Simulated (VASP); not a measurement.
V:

```
V
1.0
    -1.51435    1.51435    1.51435
     1.51435   -1.51435    1.51435
     1.51435    1.51435   -1.51435
V
1
Direct
  0.00000 0.00000 0.00000
```

| Property | Result |
| --- | --- |
| Program | VASP 6.6.1 |
| Task | relaxation of cell and atoms |
| Functional | PBEsol |
| Potentials or basis | VASP PAW PBE potentials, release 64 (V_sv) |
| Cutoff | 500 eV |
| k mesh | 11 × 11 × 11 |
| Occupations | methfessel-paxton, width 0.02 eV |
| Spin | collinear spin, ferromagnetic start |
| Starting moments | [1.5] μB |

At the start: pressure -12.3 GPa; volume 13.89 Å³/atom.

Question: Where does the relaxation end?

Answer: Over 4 steps the energy falls by 37.4 meV/atom and the volume is 12.98 Å³/atom (-6.6 %); space group Im-3m (No. 229, to 0.1 Å) before and after; moment 0.00 μB per cell.

Step by step:
```csv
step,energy change (eV),largest force (eV/Å),pressure (GPa),volume (Å³)
1,0.0000,0.0000,-12.32,13.89
2,0.0347,0.0000,21.43,11.85
3,-0.0374,0.0000,-0.49,13.01
4,-0.0374,0.0000,-0.01,12.98
```

Final structure:
```
V
1.0
    -1.48037    1.48037    1.48037
     1.48037   -1.48037    1.48037
     1.48037    1.48037   -1.48037
V
1
Direct
  0.00000 0.00000 0.00000
```

Caveat: the PAW data sets were made with another functional, which shifts forces and pressure a little.
